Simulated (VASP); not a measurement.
## Bi: single point with LDA

Bi:

```
Bi
1.0
    -1.98143    1.98143    1.98143
     1.98143   -1.98143    1.98143
     1.98143    1.98143   -1.98143
Bi
1
Direct
  0.00000 0.00000 0.00000
```

```yaml
Program: VASP 6.6.1
Task: single point
Functional: LDA
Potentials_or_basis: VASP PAW LDA potentials, release 64 (Bi_d)
Cutoff: 520 eV
k_mesh: 12 × 12 × 12
Occupations: methfessel-paxton, width 0.1 eV
Spin: no spin polarisation
```

```json
{"Pressure": "-3.5 GPa"}
```

Levels at points of the mesh, in eV from the Fermi level:
| k point | band 3 | band 4 | band 5 | band 6 | band 7 | band 8 | band 9 | band 10 | band 11 | band 12 |
| --- | --- | --- | --- | --- | --- | --- | --- | --- | --- | --- |
| (0.00, 0.00, 0.00) | -23.05 | -22.92 | -22.92 | -13.60 | 4.97 | 4.97 | 4.97 | 9.16 | 10.45 | 10.45 |
| (0.50, 0.00, 0.00) | -22.92 | -22.92 | -22.83 | -10.57 | -5.13 | 1.46 | 3.35 | 5.97 | 7.56 | 12.33 |
| (0.50, 0.50, 0.50) | -22.85 | -22.85 | -22.85 | -8.47 | -1.89 | -1.89 | -1.89 | 3.53 | 3.53 | 15.26 |

It took 26 s on 1 thread of Intel(R) Xeon(R) Platinum 8259CL CPU @ 2.50GHz (Skylake/Cascade Lake), on a shared host, peak memory 0.15 GiB.

Caveat: spin-orbit coupling is left out, which moves the levels of the heavy elements.
